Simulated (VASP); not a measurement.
# InP (I4/mmm) in VASP: further runs

InP is run at these levels: PBEsol; tasks: single point.

Everything below comes from runs of VASP 6.6.1. Logs are shortened: lines on timing, memory, paths and dates and some standing lists are left out, and cuts for length are marked.

### 1 The cell of the first run

It takes space group I4/mmm (No. 139, tetragonal). Conventional cell: a = 4.078 Å, b = 4.078 Å, c = 5.710 Å, α = 90.00°, β = 90.00°, γ = 90.00°. Within 3.8 Å of In (site symmetry 4/mmm) lie 6 P at 2.85 to 2.88 Å. P (site symmetry 4/mmm) has 6 In at 2.85 to 2.88 Å within 3.8 Å.

### 2 Single point, PBEsol (equal xx and yy strain of +1 %)

File INCAR:

```
  PREC = Accurate
  ENCUT = 520
  EDIFF = 1E-6
  ISMEAR = -1
  SIGMA = 0.03
  LREAL = False
  LASPH = True
  NELM = 100
  ALGO = Normal
  ISIF = 2
  LWAVE = False
  LCHARG = False
  GGA = PS
  NBANDS = 16
```

File KPOINTS:

```
regular mesh
0
Gamma
  11 11 11
```

File POSCAR:

```
InP
1.0
    0.0000000000      2.8835500000      2.8550000000
    2.8835500000      0.0000000000      2.8550000000
    2.8835500000      2.8835500000      0.0000000000
In P
1 1
Direct
    0.0000000000      0.0000000000      0.0000000000
    0.5000000000      0.5000000000      0.5000000000
```

Potentials or basis: VASP PAW PBE potentials, release 64 (In_d, P).

The run is started by

```console
> cat potpaw_PBE.64/In_d/POTCAR potpaw_PBE.64/P/POTCAR > POTCAR
> mpirun -np 1 vasp_std > vasp.out
```

OUTCAR:

```text
PREC = Accurate
   ENCUT = 520
   EDIFF = 1E-6
   ISMEAR = -1
   LREAL = False
   LASPH = True
   NELM = 100
   ISIF = 2
   GGA = PS

 ion  position               nearest neighbor table
   1  0.000  0.000  0.000-   2 2.85   2 2.85   2 2.88   2 2.88   2 2.88   2 2.88
   2  0.500  0.500  0.500-   1 2.85   1 2.85   1 2.88   1 2.88   1 2.88   1 2.88

  LATTYP: Found a body centered tetragonal cell.
 ALAT       =     4.0779555178
 C/A-ratio  =     1.4002114479

  Lattice vectors:

 A1 = (   0.0000000000,  -2.8835500000,  -2.8550000000)
 A2 = (   0.0000000000,   2.8835500000,  -2.8550000000)
 A3 = (   2.8835500000,   0.0000000000,   2.8550000000)

Analysis of symmetry for initial positions (statically):
=====================================================================
 Subroutine PRICEL returns:
 Original cell was already a primitive cell.

 Routine SETGRP: Setting up the symmetry group for a
 body centered tetragonal supercell.

 Subroutine GETGRP returns: Found 16 space group operations
 (whereof 16 operations were pure point group operations)
 out of a pool of 16 trial point group operations.

The static configuration has the point symmetry D_4h.

Analysis of symmetry for dynamics (positions and initial velocities):
=====================================================================
 Subroutine PRICEL returns:
 Original cell was already a primitive cell.

 Routine SETGRP: Setting up the symmetry group for a
 body centered tetragonal supercell.

 Subroutine GETGRP returns: Found 16 space group operations
 (whereof 16 operations were pure point group operations)
 out of a pool of 16 trial point group operations.

The dynamic configuration has the point symmetry D_4h.

 Subroutine INISYM returns: Found 16 space group operations
 (whereof 16 operations are pure point group operations),
 and found     1 'primitive' translations

----------------------------------------------------------------------------------------

                                     Primitive cell

  volume of cell :      47.4779

  direct lattice vectors                    reciprocal lattice vectors
     0.000000000  2.883550000  2.855000000    -0.173397375  0.173397375  0.175131349
     2.883550000  0.000000000  2.855000000     0.173397375 -0.173397375  0.175131349
     2.883550000  2.883550000  0.000000000     0.173397375  0.173397375 -0.175131349

  length of vectors
     4.057817838  4.057817838  4.077955518     0.301337499  0.301337499  0.301337499

  position of ions in fractional coordinates (direct lattice)
     0.000000000  0.000000000  0.000000000
     0.500000000  0.500000000  0.500000000

  ion indices of the primitive-cell ions
   primitive index   ion index
                 1           1
                 2           2

----------------------------------------------------------------------------------------

 KPOINTS: regular mesh

Automatic generation of k-mesh.
 Grid dimensions read from file:
 generate k-points for:   11   11   11

 Generating k-lattice:

  Cartesian coordinates                     Fractional coordinates (reciprocal lattice)
    -0.015763398  0.015763398  0.015921032     0.090909091  0.000000000  0.000000000
     0.015763398 -0.015763398  0.015921032     0.000000000  0.090909091  0.000000000
     0.015763398  0.015763398 -0.015921032     0.000000000  0.000000000  0.090909091

  Length of vectors
     0.027394318  0.027394318  0.027394318

  Shift w.r.t. Gamma in fractional coordinates (k-lattice)
     0.000000000  0.000000000  0.000000000

 Subroutine IBZKPT returns following result:
 ===========================================

 Found    126 irreducible k-points:

 Following reciprocal coordinates:
            Coordinates               Weight
  0.000000  0.000000  0.000000      1.000000
  0.090909  0.000000  0.000000      8.000000
  0.181818  0.000000  0.000000      8.000000
  0.272727  0.000000  0.000000      8.000000
  0.363636  0.000000  0.000000      8.000000
  0.454545  0.000000  0.000000      8.000000
[... 16 lines left out ...]
 -0.272727  0.181818  0.000000      8.000000
 -0.181818  0.181818  0.000000      4.000000
 [... further k-points ...]
   k-points           NKPTS =    126   k-points in BZ     NKDIM =    126   number of bands    NBANDS=     16
   number of dos      NEDOS =    301   number of ions     NIONS =      2
   total plane-waves  NPLWV =  27000
   dimension x,y,z NGX =    30 NGY =   30 NGZ =   30
   dimension x,y,z NGXF=    60 NGYF=   60 NGZF=   60
   ions per type =               1   1
   NGX,Y,Z   is equivalent  to a cutoff of  12.29, 12.29, 12.23 a.u.
   NGXF,Y,Z  is equivalent  to a cutoff of  24.58, 24.58, 24.46 a.u.
 SYSTEM =  unknown system
   PREC   = accura    normal or accurate (medium, high low for compatibility)
   ISTART =      0    job   : 0-new  1-cont  2-samecut
   ICHARG =      2    charge: 1-file 2-atom 10-const
   ISPIN  =      1    spin polarized calculation?
   LNONCOLLINEAR =      F non collinear calculations
   LSORBIT =      F    spin-orbit coupling
   LASPH  =      T    aspherical Exc in radial PAW
   ENCUT  =  520.0 eV  38.22 Ry    6.18 a.u.   7.54  7.54  7.58*2*pi/ulx,y,z
   NELM   =    100;   NELMIN=  2; NELMDL= -5     # of ELM steps
   EDIFF  = 0.1E-05   stopping-criterion for ELM
   LREAL  =      F    real-space projection
   EDIFFG = 0.1E-04   stopping-criterion for IOM
   NSW    =      0    number of steps for IOM
   IBRION =     -1    ionic relax: 0-MD 1-quasi-New 2-CG
   NFREE  =      0    steps in history (QN), initial steepest desc. (CG)
   ISIF   =      2    stress and relaxation
   ISYM   =      2    0-nonsym 1-usesym 2-fastsym
   POTIM  = 0.5000    time-step for ionic-motion
   TEBEG  =    0.0;   TEEND  =   0.0 temperature during run
   PSTRESS=    0.0 pullay stress
   NELECT =      18.0000    total number of electrons
   NUPDOWN=      -1.0000    fix difference up-down
   EMIN   =  10.00;   EMAX   =-10.00  energy-range for DOS
   EFERMI =   0.00;   METHOD = LEGACY
   ISMEAR =    -1;   SIGMA  =   0.03  broadening in eV -4-tet -1-fermi 0-gaus
   EFERMI_NEDOS =   21; number of points for ismear=-14 and -15
   IALGO  =     38    algorithm
   IMIX   =      4    mixing-type and parameters
     AMIX     =   0.40;   BMIX     =  1.00
     AMIX_MAG =   1.60;   BMIX_MAG =  1.00
  volume/ion in A,a.u.               =      23.74       160.20
  Fermi-wavevector in a.u.,A,eV,Ry     =   1.184864  2.239069 19.101268  1.403904
  Thomas-Fermi vector in A             =   2.321070
   LORBIT       =      0    0 simple, 1 ext, 2 COOP (PROOUT), +10 PAW based schemes
   GGA     = PS    functional components
   LHFCALC =     F    Hartree Fock is set to
   AEXX    =    0.0000 exact exchange contribution
   IVDW    =     0    specifies the selected vdW correction
   LEPSILON=     F    determine dielectric tensor
   LRPA    =     F    only Hartree local field effects (RPA)
 non-spin polarized calculation
  energy-cutoff  :      520.00
  volume of cell :       47.48
 maximum number of plane-waves:      1301
 NGX is ok and might be reduce to    30
   NGX = 15   NGY = 15   NGZ = 15

 number of electron      18.0000000 magnetization

 Free energy of the ion-electron system (eV)
  ---------------------------------------------------
  ext. energy  EPLUGINS =         0.00000000
  ---------------------------------------------------
  free energy    TOTEN  =        -8.57945364 eV

  energy without entropy =       -8.57672234  energy(sigma->0) =       -8.57808799

 E-fermi :   5.6030     XC(G=0): -10.0489

 val. band max:        5.5988965066   @ k =   0.4545   0.0000   0.2727
 cond. band min:       5.6322572822   @ k =  -0.0909  -0.0000   0.0909
 fundamental gap:      0.0333607755
 Fermi energy:         5.6030404329

 k-point     1 :       0.0000    0.0000    0.0000
  band No.  band energies     occupation
      1      -8.3864      2.00000
      2      -8.3858      2.00000
      3      -8.3718      2.00000
      4      -8.3718      2.00000
      5      -8.3690      2.00000
      6      -5.6226      2.00000
[... 8 lines left out ...]
     15      13.2800      0.00000
     16      13.5559      0.00000

 k-point     2 :       0.0909    0.0000    0.0000
  band No.  band energies     occupation
      1      -8.3889      2.00000
      2      -8.3882      2.00000
      3      -8.3711      2.00000
      4      -8.3681      2.00000
      5      -8.3661      2.00000
      6      -5.5323      2.00000
[... 8 lines left out ...]
     15      13.1386      0.00000
     16      13.4926      0.00000

 k-point     3 :       0.1818    0.0000    0.0000
  band No.  band energies     occupation
      1      -8.3975      2.00000
      2      -8.3964      2.00000
      3      -8.3710      2.00000
      4      -8.3560      2.00000
      5      -8.3550      2.00000
      6      -5.2672      2.00000
[... 8 lines left out ...]
     15      13.5490      0.00000
     16      13.5705      0.00000

 k-point     4 :       0.2727    0.0000    0.0000
  band No.  band energies     occupation
      1      -8.4095      2.00000
      2      -8.4080      2.00000
      3      -8.3718      2.00000
      4      -8.3393      2.00000
      5      -8.3392      2.00000
      6      -4.8511      2.00000
[... 8 lines left out ...]
     15      14.3745      0.00000
     16      14.3810      0.00000

 k-point     5 :       0.3636    0.0000    0.0000
  band No.  band energies     occupation
      1      -8.4207      2.00000
      2      -8.4187      2.00000
      3      -8.3731      2.00000
      4      -8.3245      2.00000
      5      -8.3235      2.00000
      6      -4.3505      2.00000
[... 8 lines left out ...]
     15      15.4172      0.00000
     16      15.4506      0.00000

 k-point     6 :       0.4545    0.0000    0.0000
  band No.  band energies     occupation
      1      -8.4274      2.00000
      2      -8.4252      2.00000
      3      -8.3740      2.00000
      4      -8.3157      2.00000
      5      -8.3140      2.00000
      6      -3.9450      2.00000
[... 8 lines left out ...]
     15      16.4356      0.00000
     16      16.4998      0.00000

 k-point     7 :       0.0909    0.0909    0.0000
  band No.  band energies     occupation
      1      -8.3947      2.00000
      2      -8.3831      2.00000
      3      -8.3720      2.00000
      4      -8.3660      2.00000
      5      -8.3660      2.00000
      6      -5.5000      2.00000
[... 8 lines left out ...]
     15      14.1015      0.00000
     16      14.1015      0.00000

 k-point     8 :       0.1818    0.0909    0.0000
  band No.  band energies     occupation
      1      -8.4061      2.00000
      2      -8.3854      2.00000
      3      -8.3737      2.00000
      4      -8.3580      2.00000
      5      -8.3549      2.00000
      6      -5.2884      2.00000
[... 8 lines left out ...]
     15      14.3132      0.00000
     16      14.3729      0.00000

 k-point     9 :       0.2727    0.0909    0.0000
  band No.  band energies     occupation
      1      -8.4202      2.00000
      2      -8.3947      2.00000
      3      -8.3732      2.00000
      4      -8.3470      2.00000
      5      -8.3378      2.00000
      6      -4.9152      2.00000
[... 8 lines left out ...]
     15      14.7069      0.00000
     16      14.9274      0.00000
[... 172 lines left out ...]
 k-point    19 :       0.3636    0.1818    0.0000
  band No.  band energies     occupation
      1      -8.4665      2.00000
      2      -8.3865      2.00000
      3      -8.3796      2.00000
      4      -8.3324      2.00000
      5      -8.3192      2.00000
      6      -4.3424      2.00000
[... 8 lines left out ...]
     15      16.4498      0.00000
     16      16.4793      0.00000

 k-point    20 :       0.4545    0.1818    0.0000
  band No.  band energies     occupation
      1      -8.4750      2.00000
      2      -8.3974      2.00000
      3      -8.3726      2.00000
      4      -8.3290      2.00000
      5      -8.3099      2.00000
      6      -3.8633      2.00000
[... 8 lines left out ...]
     15      17.1710      0.00000
     16      17.4197      0.00000

 k-point    21 :      -0.4545    0.1818    0.0000
  band No.  band energies     occupation
      1      -8.4720      2.00000
      2      -8.4065      2.00000
      3      -8.3648      2.00000
      4      -8.3291      2.00000
      5      -8.3101      2.00000
      6      -3.5930      2.00000
[... 8 lines left out ...]
     15      16.4943      0.00000
     16      16.8914      0.00000

 k-point    22 :      -0.3636    0.1818    0.0000
  band No.  band energies     occupation
      1      -8.4586      2.00000
      2      -8.4116      2.00000
      3      -8.3605      2.00000
      4      -8.3309      2.00000
      5      -8.3192      2.00000
      6      -3.7655      2.00000
[... 8 lines left out ...]
     15      15.2634      0.00000
     16      16.4657      0.00000

 k-point    23 :      -0.2727    0.1818    0.0000
  band No.  band energies     occupation
      1      -8.4385      2.00000
      2      -8.4122      2.00000
      3      -8.3625      2.00000
      4      -8.3332      2.00000
      5      -8.3327      2.00000
      6      -4.2227      2.00000
[... 8 lines left out ...]
     15      15.3621      0.00000
     16      17.3955      0.00000

 k-point    24 :      -0.1818    0.1818    0.0000
  band No.  band energies     occupation
      1      -8.4175      2.00000
      2      -8.4091      2.00000
      3      -8.3678      2.00000
      4      -8.3464      2.00000
      5      -8.3362      2.00000
      6      -4.6986      2.00000
[... 8 lines left out ...]
     15      15.2085      0.00000
     16      16.2832      0.00000

 [... further k-points ...]
[... 5 lines left out ...]
  --------------------------------------------------------------------------------------
  -------------------------------------------------------------------------------------
  Total       -2.7293623     -2.7293623     -2.5242492      0.0000000      0.0000000     -0.0000000
  in kB      -92.1044661    -92.1044661    -85.1827635      0.0000000      0.0000000     -0.0000000
  external PRESSURE =     -89.7972319 kB  Pullay stress =       0.0000000 kB

 VOLUME and BASIS-vectors are now :
 -----------------------------------------------------------------------------
  energy-cutoff  :      520.00
  volume of cell :       47.48
      direct lattice vectors                 reciprocal lattice vectors
     0.000000000  2.883550000  2.855000000    -0.173397375  0.173397375  0.175131349
     2.883550000  0.000000000  2.855000000     0.173397375 -0.173397375  0.175131349
     2.883550000  2.883550000  0.000000000     0.173397375  0.173397375 -0.175131349

 POSITION                                       TOTAL-FORCE (eV/Angst)
 -----------------------------------------------------------------------------------
      0.00000      0.00000      0.00000         0.000000     -0.000000     -0.000000
      2.88355      2.88355      2.85500        -0.000000      0.000000      0.000000
 -----------------------------------------------------------------------------------
    total drift:                               -0.000000      0.000000      0.000000

  FREE ENERGIE OF THE ION-ELECTRON SYSTEM (eV)
  ---------------------------------------------------
  free  energy   TOTEN  =        -8.5794536418 eV

  energy  without entropy=       -8.5767223418  energy(sigma->0) =       -8.57808799
```

Wall time 38 s (1 thread of Intel Xeon 6975P-C (Granite Rapids), shared host); peak memory 0.23 GiB.

What came out:

| Property | Result |
| --- | --- |
| Free energy | -8.5795 eV |
| Pressure | -9.0 GPa |
| Band gap on the k mesh | zero (band 9 reaches 5.93 eV, above the bottom of band 10 at 3.64 eV) |

Caveat: the cell differs from its parent crystal (equal xx and yy strain of +1 %); the PAW data sets were made with another functional, which shifts forces and pressure a little; spin-orbit coupling is left out, which moves the levels of the heavy elements.

### 3 Single point, PBEsol (zz strain of +3 %)

File INCAR:

```
PREC = Accurate ; ENCUT = 520
EDIFF = 1E-6 ; ISMEAR = -1
SIGMA = 0.03 ; LREAL = F
LASPH = T ; NELM = 60
ALGO = Normal ; ISIF = 2
LWAVE = F ; LCHARG = F
GGA = PS ; NBANDS = 16
```

File KPOINTS:

```
Automatic mesh
0
Gamma
  11 11 11
```

File POSCAR:

```
InP
1.0
    0.0000000000      2.8550000000      2.9406500000
    2.8550000000      0.0000000000      2.9406500000
    2.8550000000      2.8550000000      0.0000000000
In P
1 1
Direct
    0.0000000000      0.0000000000      0.0000000000
    0.5000000000      0.5000000000      0.5000000000
```

Potentials or basis: VASP PAW PBE potentials, release 64 (In_d, P).

The run is started by

```console
> cat potpaw_PBE.64/In_d/POTCAR potpaw_PBE.64/P/POTCAR > POTCAR
> mpirun -np 1 vasp_std > vasp.out
```

It took 39 s on 1 thread of Intel Xeon 6975P-C (Granite Rapids), shared host; peak memory 0.23 GiB.

Results (log left out):

* Free energy: -8.5487 eV
* Pressure: -9.2 GPa
* Band gap on the k mesh: zero (band 9 reaches 5.84 eV, above the bottom of band 10 at 3.64 eV)

Stress tensor (GPa, compression positive):
```
 -8.66   0.00   0.00
  0.00  -8.66   0.00
  0.00   0.00 -10.39
```

Levels at points of the mesh, in eV from the Fermi level:
```csv
k point,band 7,band 8,band 9,band 10,band 11,band 12
"(0.00, 0.00, 0.00)",-0.39,-0.26,-0.26,-0.01,6.92,7.12
```

Caveat: the cell differs from its parent crystal (zz strain of +3 %); the PAW data sets were made with another functional, which shifts forces and pressure a little; spin-orbit coupling is left out, which moves the levels of the heavy elements.
